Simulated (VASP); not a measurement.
# Ta (Pm-3m) in VASP: notebook

Ta is run at these levels: revPBE; tasks: single point.

Everything below comes from runs of VASP 6.6.1. Logs are shortened: lines on timing, memory, paths and dates and some standing lists are left out, and cuts for length are marked.

## (1) The cell of the first run

Symmetry: Pm-3m, No. 221, cubic system. Conventional cell: a = 2.755 Å, b = 2.755 Å, c = 2.755 Å, α = 90.00°, β = 90.00°, γ = 90.00°. Ta (site symmetry m-3m) has 6 Ta at 2.76 Å within 3.6 Å.

## (2) Single point, revPBE

INCAR reads:

```
SYSTEM = Ta
PREC     = Accurate       ! precision mode
ENCUT    = 520            ! plane-wave cutoff, eV
EDIFF    = 1E-6           ! SCF threshold, eV
ISMEAR   = -1             ! smearing method
SIGMA    = 0.1            ! smearing width, eV
LREAL    = .False.        ! projectors in reciprocal space
LASPH    = .True.         ! aspherical terms in the spheres
NELM     = 80             ! most SCF steps
ALGO     = Normal         ! electronic algorithm
ISIF     = 2              ! what is computed and relaxed
LWAVE    = .False.        ! write WAVECAR
LCHARG   = .False.        ! write CHGCAR
GGA      = RE             ! functional
NBANDS   = 12             ! bands
```

KPOINTS reads:

```
regular mesh
0
Gamma
  12 12 12
  0 0 0
```

POSCAR reads:

```
Ta
1.0
    2.7551434811      0.0000000000      0.0000000000
    0.0000000000      2.7551434811      0.0000000000
    0.0000000000      0.0000000000      2.7551434811
Ta
1
Direct
    0.0000000000      0.0000000000      0.0000000000
```

Potentials or basis: VASP PAW PBE potentials, release 64 (Ta_pv).

The run is started by

```console
> cat potpaw_PBE.64/Ta_pv/POTCAR > POTCAR
> mpirun -np 1 vasp_std > vasp.out
```

OUTCAR:

```text
SYSTEM = Ta
   PREC = Accurate
   ENCUT = 520
   EDIFF = 1E-6
   ISMEAR = -1
   LREAL = .False.
   LASPH = .True.
   NELM = 80
   ISIF = 2
   GGA = RE

 ion  position               nearest neighbor table
   1  0.000  0.000  0.000-

  LATTYP: Found a simple cubic cell.
 ALAT       =     2.7551434811

  Lattice vectors:

 A1 = (   2.7551434811,   0.0000000000,   0.0000000000)
 A2 = (   0.0000000000,   2.7551434811,   0.0000000000)
 A3 = (   0.0000000000,   0.0000000000,   2.7551434811)

Analysis of symmetry for initial positions (statically):
=====================================================================
 Subroutine PRICEL returns:
 Original cell was already a primitive cell.

 Routine SETGRP: Setting up the symmetry group for a
 simple cubic supercell.

 Subroutine GETGRP returns: Found 48 space group operations
 (whereof 48 operations were pure point group operations)
 out of a pool of 48 trial point group operations.

The static configuration has the point symmetry O_h .

Analysis of symmetry for dynamics (positions and initial velocities):
=====================================================================
 Subroutine PRICEL returns:
 Original cell was already a primitive cell.

 Routine SETGRP: Setting up the symmetry group for a
 simple cubic supercell.

 Subroutine GETGRP returns: Found 48 space group operations
 (whereof 48 operations were pure point group operations)
 out of a pool of 48 trial point group operations.

The dynamic configuration has the point symmetry O_h .

 Subroutine INISYM returns: Found 48 space group operations
 (whereof 48 operations are pure point group operations),
 and found     1 'primitive' translations

----------------------------------------------------------------------------------------

                                     Primitive cell

  volume of cell :      20.9138

  direct lattice vectors                    reciprocal lattice vectors
     2.755143481  0.000000000  0.000000000     0.362957504  0.000000000  0.000000000
     0.000000000  2.755143481  0.000000000     0.000000000  0.362957504  0.000000000
     0.000000000  0.000000000  2.755143481     0.000000000  0.000000000  0.362957504

  length of vectors
     2.755143481  2.755143481  2.755143481     0.362957504  0.362957504  0.362957504

  position of ions in fractional coordinates (direct lattice)
     0.000000000  0.000000000  0.000000000

  ion indices of the primitive-cell ions
   primitive index   ion index
                 1           1

----------------------------------------------------------------------------------------

 KPOINTS: regular mesh

Automatic generation of k-mesh.
 Grid dimensions read from file:
 generate k-points for:   12   12   12

 Generating k-lattice:

  Cartesian coordinates                     Fractional coordinates (reciprocal lattice)
     0.030246459  0.000000000  0.000000000     0.083333333  0.000000000  0.000000000
     0.000000000  0.030246459  0.000000000     0.000000000  0.083333333  0.000000000
     0.000000000  0.000000000  0.030246459     0.000000000  0.000000000  0.083333333

  Length of vectors
     0.030246459  0.030246459  0.030246459

  Shift w.r.t. Gamma in fractional coordinates (k-lattice)
     0.000000000  0.000000000  0.000000000

 Subroutine IBZKPT returns following result:
 ===========================================

 Found     84 irreducible k-points:

 Following reciprocal coordinates:
            Coordinates               Weight
  0.000000  0.000000  0.000000      1.000000
  0.083333  0.000000  0.000000      6.000000
  0.166667  0.000000  0.000000      6.000000
  0.250000  0.000000  0.000000      6.000000
  0.333333  0.000000  0.000000      6.000000
  0.416667  0.000000  0.000000      6.000000
[... 16 lines left out ...]
  0.333333  0.333333  0.000000     12.000000
  0.416667  0.333333  0.000000     24.000000
 [... further k-points ...]
   k-points           NKPTS =     84   k-points in BZ     NKDIM =     84   number of bands    NBANDS=     12
   number of dos      NEDOS =    301   number of ions     NIONS =      1
   total plane-waves  NPLWV =   8000
   dimension x,y,z NGX =    20 NGY =   20 NGZ =   20
   dimension x,y,z NGXF=    40 NGYF=   40 NGZF=   40
   ions per type =               1
   NGX,Y,Z   is equivalent  to a cutoff of  12.07, 12.07, 12.07 a.u.
   NGXF,Y,Z  is equivalent  to a cutoff of  24.14, 24.14, 24.14 a.u.
 SYSTEM =  Ta
   PREC   = accura    normal or accurate (medium, high low for compatibility)
   ISTART =      0    job   : 0-new  1-cont  2-samecut
   ICHARG =      2    charge: 1-file 2-atom 10-const
   ISPIN  =      1    spin polarized calculation?
   LNONCOLLINEAR =      F non collinear calculations
   LSORBIT =      F    spin-orbit coupling
   LASPH  =      T    aspherical Exc in radial PAW
   ENCUT  =  520.0 eV  38.22 Ry    6.18 a.u.   5.12  5.12  5.12*2*pi/ulx,y,z
   NELM   =     80;   NELMIN=  2; NELMDL= -5     # of ELM steps
   EDIFF  = 0.1E-05   stopping-criterion for ELM
   LREAL  =      F    real-space projection
   EDIFFG = 0.1E-04   stopping-criterion for IOM
   NSW    =      0    number of steps for IOM
   IBRION =     -1    ionic relax: 0-MD 1-quasi-New 2-CG
   NFREE  =      0    steps in history (QN), initial steepest desc. (CG)
   ISIF   =      2    stress and relaxation
   ISYM   =      2    0-nonsym 1-usesym 2-fastsym
   POTIM  = 0.5000    time-step for ionic-motion
   TEBEG  =    0.0;   TEEND  =   0.0 temperature during run
   PSTRESS=    0.0 pullay stress
   NELECT =      11.0000    total number of electrons
   NUPDOWN=      -1.0000    fix difference up-down
   EMIN   =  10.00;   EMAX   =-10.00  energy-range for DOS
   EFERMI =   0.00;   METHOD = LEGACY
   ISMEAR =    -1;   SIGMA  =   0.10  broadening in eV -4-tet -1-fermi 0-gaus
   EFERMI_NEDOS =   21; number of points for ismear=-14 and -15
   IALGO  =     38    algorithm
   IMIX   =      4    mixing-type and parameters
     AMIX     =   0.40;   BMIX     =  1.00
     AMIX_MAG =   1.60;   BMIX_MAG =  1.00
  volume/ion in A,a.u.               =      20.91       141.13
  Fermi-wavevector in a.u.,A,eV,Ry     =   1.321483  2.497240 23.760081  1.746317
  Thomas-Fermi vector in A             =   2.451233
   LORBIT       =      0    0 simple, 1 ext, 2 COOP (PROOUT), +10 PAW based schemes
   GGA     = RE    functional components
   LHFCALC =     F    Hartree Fock is set to
   AEXX    =    0.0000 exact exchange contribution
   IVDW    =     0    specifies the selected vdW correction
   LEPSILON=     F    determine dielectric tensor
   LRPA    =     F    only Hartree local field effects (RPA)
 non-spin polarized calculation
  energy-cutoff  :      520.00
  volume of cell :       20.91
 maximum number of plane-waves:       587
   NGX = 11   NGY = 11   NGZ = 11

 number of electron      11.0000005 magnetization

 Free energy of the ion-electron system (eV)
  ---------------------------------------------------
  ext. energy  EPLUGINS =         0.00000000
  ---------------------------------------------------
  free energy    TOTEN  =       -10.33532033 eV

  energy without entropy =      -10.30928412  energy(sigma->0) =      -10.32230223

 E-fermi :   4.4067     XC(G=0): -11.7122

 val. band max:        4.3951930282   @ k =   0.4167   0.0000   0.0000
 cond. band min:       4.4517746776   @ k =   0.3333   0.2500   0.2500
 fundamental gap:      0.0565816494
 Fermi energy:         4.4066993130

 k-point     1 :       0.0000    0.0000    0.0000
  band No.  band energies     occupation
      1     -29.0629      2.00000
      2     -29.0629      2.00000
      3     -29.0629      2.00000
      4      -2.7766      2.00000
      5       1.8882      2.00000
      6       1.8882      2.00000
      7      10.4615      0.00000
      8      10.4615      0.00000
      9      10.4615      0.00000
     10      18.7707      0.00000
     11      18.7707      0.00000
     12      18.7707      0.00000

 k-point     2 :       0.0833    0.0000    0.0000
  band No.  band energies     occupation
      1     -29.1439      2.00000
      2     -29.0562      2.00000
      3     -29.0562      2.00000
      4      -2.5714      2.00000
      5       1.9442      2.00000
      6       2.0949      2.00000
      7      10.0936      0.00000
      8      10.0936      0.00000
      9      10.4865      0.00000
     10      17.6906      0.00000
     11      18.8004      0.00000
     12      19.2440      0.00000

 k-point     3 :       0.1667    0.0000    0.0000
  band No.  band energies     occupation
      1     -29.3604      2.00000
      2     -29.0378      2.00000
      3     -29.0378      2.00000
      4      -2.0105      2.00000
      5       2.1017      2.00000
      6       2.6819      2.00000
      7       9.2418      0.00000
      8       9.2419      0.00000
      9      10.5556      0.00000
     10      15.8436      0.00000
     11      18.8004      0.00000
     12      20.3926      0.00000
[... 286 lines left out ...]
 k-point    23 :       0.3333    0.3333    0.0000
  band No.  band energies     occupation
      1     -29.8274      2.00000
      2     -29.8035      2.00000
      3     -28.9141      2.00000
      4       1.2633      2.00000
      5       2.5936      2.00000
      6       6.5588      0.00000
      7       6.8651      0.00000
      8       7.9026      0.00000
      9       8.1924      0.00000
     10      14.7813      0.00000
     11      17.2841      0.00000
     12      18.8066      0.00000

 k-point    24 :       0.4167    0.3333    0.0000
  band No.  band energies     occupation
      1     -30.0046      2.00000
      2     -29.7892      2.00000
      3     -28.8961      2.00000
      4       1.3060      2.00000
      5       2.5493      2.00000
      6       6.7654      0.00000
      7       7.5440      0.00000
      8       8.1960      0.00000
      9       8.2180      0.00000
     10      14.0882      0.00000
     11      17.9577      0.00000
     12      18.8131      0.00000

 [... further k-points ...]
[... 5 lines left out ...]
  --------------------------------------------------------------------------------------
  -------------------------------------------------------------------------------------
  Total        0.0058074      0.0058074      0.0058074     -0.0000000     -0.0000000      0.0000000
  in kB        0.4448973      0.4448973      0.4448973     -0.0000000     -0.0000000      0.0000000
  external PRESSURE =       0.4448973 kB  Pullay stress =       0.0000000 kB

 VOLUME and BASIS-vectors are now :
 -----------------------------------------------------------------------------
  energy-cutoff  :      520.00
  volume of cell :       20.91
      direct lattice vectors                 reciprocal lattice vectors
     2.755143481  0.000000000  0.000000000     0.362957504  0.000000000  0.000000000
     0.000000000  2.755143481  0.000000000     0.000000000  0.362957504  0.000000000
     0.000000000  0.000000000  2.755143481     0.000000000  0.000000000  0.362957504

 POSITION                                       TOTAL-FORCE (eV/Angst)
 -----------------------------------------------------------------------------------
      0.00000      0.00000      0.00000         0.000000      0.000000      0.000000
 -----------------------------------------------------------------------------------
    total drift:                                0.000000      0.000000      0.000000

  FREE ENERGIE OF THE ION-ELECTRON SYSTEM (eV)
  ---------------------------------------------------
  free  energy   TOTEN  =       -10.3353203347 eV

  energy  without entropy=      -10.3092841177  energy(sigma->0) =      -10.32230223
```

Run time: 12 s. Hardware: 1 thread of Intel Xeon Platinum 8259CL at 2.50GHz (Skylake/Cascade Lake), shared host; peak memory 0.14 GiB.

Results:

```
Free energy : -10.3353 eV
Pressure    : 0.0 GPa
```

Caveat: the PAW data sets were made with another functional, which shifts forces and pressure a little; spin-orbit coupling is left out, which moves the levels of the heavy elements.

## (3) Single point, revPBE

INCAR reads:

```
SYSTEM = Ta
PREC     = Accurate       ! precision mode
ENCUT    = 520            ! plane-wave cutoff, eV
EDIFF    = 1E-6           ! SCF threshold, eV
ISMEAR   = -1             ! smearing method
SIGMA    = 0.1            ! smearing width, eV
LREAL    = .FALSE.        ! projectors in reciprocal space
LASPH    = .TRUE.         ! aspherical terms in the spheres
NELM     = 80             ! most SCF steps
ALGO     = Normal         ! electronic algorithm
ISIF     = 2              ! what is computed and relaxed
LWAVE    = .FALSE.        ! write WAVECAR
LCHARG   = .FALSE.        ! write CHGCAR
GGA      = RE             ! functional
NBANDS   = 12             ! bands
```

KPOINTS reads:

```
regular mesh
0
G
  13 13 13
  0 0 0
```

POSCAR is that of step 2.

Potentials or basis: VASP PAW PBE potentials, release 64 (Ta_pv).

The run is started by

```console
> cat potpaw_PBE.64/Ta_pv/POTCAR > POTCAR
> mpirun -np 1 vasp_std > vasp.out
```

Run time: 16 s. Hardware: 1 thread of Intel Xeon Platinum 8259CL at 2.50GHz (Skylake/Cascade Lake), shared host; peak memory 0.13 GiB.

The run converged. Its results:

```yaml
Free_energy: -10.3210 eV
Pressure: 0.1 GPa
```

Levels at points of the mesh, in eV from the Fermi level:
```csv
k point,band 2,band 3,band 4,band 5,band 6,band 7,band 8,band 9,band 10,band 11
"(0.00, 0.00, 0.00)",-33.51,-33.51,-7.22,-2.56,-2.56,6.01,6.01,6.01,14.33,14.33
```

Caveat: the PAW data sets were made with another functional, which shifts forces and pressure a little; spin-orbit coupling is left out, which moves the levels of the heavy elements.

## (4) Single point, revPBE (volume scaled by 1.04)

INCAR reads:

```
SYSTEM = Ta
ALGO = Normal
EDIFF = 1E-7
ENCUT = 520
GGA = RE
ISIF = 2
ISMEAR = -1
LASPH = .TRUE.
LCHARG = .FALSE.
LREAL = .FALSE.
LWAVE = .FALSE.
NBANDS = 12
NELM = 80
PREC = Accurate
SIGMA = 0.1
```

KPOINTS reads:

```
k-points
0
G
  13 13 13
  0 0 0
```

POSCAR reads:

```
Ta
1.0
    2.7913995267      0.0000000000      0.0000000000
    0.0000000000      2.7913995267      0.0000000000
    0.0000000000      0.0000000000      2.7913995267
Ta
1
Direct
    0.0000000000      0.0000000000      0.0000000000
```

The run is started by

```console
> cat potpaw_PBE.64/Ta_pv/POTCAR > POTCAR
> mpirun -np 1 vasp_std > vasp.out
```

Wall time 15 s (1 thread of Intel Xeon Platinum 8259CL at 2.50GHz (Skylake/Cascade Lake), shared host); peak memory 0.15 GiB.

It converged, with:

- Free energy: -10.3080 eV
- Pressure: -5.0 GPa

Levels at points of the mesh, in eV from the Fermi level:
| k point | band 4 | band 5 | band 6 | band 7 | band 8 | band 9 |
| --- | --- | --- | --- | --- | --- | --- |
| (0.00, 0.00, 0.00) | -7.07 | -2.43 | -2.43 | 5.73 | 5.73 | 5.73 |

Caveat: the PAW data sets were made with another functional, which shifts forces and pressure a little; spin-orbit coupling is left out, which moves the levels of the heavy elements.

## (5) Single point, revPBE (volume scaled by 1.08)

INCAR reads:

```
SYSTEM = Ta
PREC = Accurate ; ENCUT = 520
EDIFF = 1E-6 ; ISMEAR = -1
SIGMA = 0.1 ; LREAL = .False.
LASPH = .True. ; NELM = 100
ALGO = Normal ; ISIF = 2
LWAVE = .False. ; LCHARG = .True.
GGA = RE ; LELF = .True.
LVHAR = .True. ; NBANDS = 12
```

KPOINTS reads:

```
regular mesh
0
Gamma
  13 13 13
  0 0 0
```

POSCAR reads:

```
Ta
1.0
    2.8267374494      0.0000000000      0.0000000000
    0.0000000000      2.8267374494      0.0000000000
    0.0000000000      0.0000000000      2.8267374494
Ta
1
Direct
    0.0000000000      0.0000000000      0.0000000000
```

The run is started by

```console
> cat potpaw_PBE.64/Ta_pv/POTCAR > POTCAR
> mpirun -np 1 vasp_std > vasp.out
```

Run time: 15 s. Hardware: 1 thread of Intel Xeon Platinum 8259CL at 2.50GHz (Skylake/Cascade Lake), shared host; peak memory 0.15 GiB.

It converged, with:

```
Free energy : -10.2712 eV
Pressure    : -9.1 GPa
```

Levels at points of the mesh, in eV from the Fermi level:
```tsv
k point	band 2	band 3	band 4	band 5	band 6	band 7	band 8	band 9	band 10	band 11
(0.00, 0.00, 0.00)	-33.77	-33.77	-6.94	-2.31	-2.31	5.47	5.47	5.47	13.60	13.60
```

Caveat: the PAW data sets were made with another functional, which shifts forces and pressure a little; spin-orbit coupling is left out, which moves the levels of the heavy elements.

## (6) Single point, revPBE (volume scaled by 1.12)

INCAR reads:

```
PREC = Accurate
ENCUT = 520
EDIFF = 1E-6
ISMEAR = -1
SIGMA = 0.1
LREAL = F
LASPH = T
NELM = 80
ALGO = Normal
ISIF = 2
LWAVE = F
LCHARG = F
GGA = RE
NBANDS = 12
```

KPOINTS reads:

```
regular mesh
0
Gamma
  13 13 13
```

POSCAR reads:

```
Ta
1.0
    2.8612132550      0.0000000000      0.0000000000
    0.0000000000      2.8612132550      0.0000000000
    0.0000000000      0.0000000000      2.8612132550
Ta
1
Direct
    0.0000000000      0.0000000000      0.0000000000
```

Potentials or basis: VASP PAW PBE potentials, release 64 (Ta_pv).

The run is started by

```console
> cat potpaw_PBE.64/Ta_pv/POTCAR > POTCAR
> mpirun -np 1 vasp_std > vasp.out
```

Run time: 12 s. Hardware: 1 thread of Intel Xeon Platinum 8259CL at 2.50GHz (Skylake/Cascade Lake), shared host; peak memory 0.15 GiB.

It converged, with:

| Item | Value |
| --- | --- |
| Free energy | -10.2146 eV |
| Pressure | -12.5 GPa |

Levels at points of the mesh, in eV from the Fermi level:
```csv
k point,band 3,band 4,band 5,band 6,band 7,band 8,band 9,band 10
"(0.00, 0.00, 0.00)",-33.88,-6.80,-2.21,-2.21,5.22,5.22,5.22,13.27
```

Caveat: the PAW data sets were made with another functional, which shifts forces and pressure a little; spin-orbit coupling is left out, which moves the levels of the heavy elements.

## (7) The runs side by side

| cell | k mesh | gap on the mesh (eV) | pressure (GPa) |
| --- | --- | --- | --- |
| a = 2.755 Å, 1 atom | 12 × 12 × 12 | none | 0.0 |
| a = 2.755 Å, 1 atom | 13 × 13 × 13 | none | 0.1 |
| a = 2.791 Å, 1 atom | 13 × 13 × 13 | none | -5.0 |
| a = 2.827 Å, 1 atom | 13 × 13 × 13 | none | -9.1 |
| a = 2.861 Å, 1 atom | 13 × 13 × 13 | none | -12.5 |

Alike in all rows: task single point; level revPBE; potentials or basis VASP PAW PBE potentials, release 64 (Ta_pv); no spin polarisation; cutoff (eV) 520; smearing fermi-dirac 0.1 eV.

Caveats: the PAW data sets were made with another functional, which shifts forces and pressure a little; spin-orbit coupling is left out, which moves the levels of the heavy elements.

Absolute energies hang on the potentials; compare differences alone.
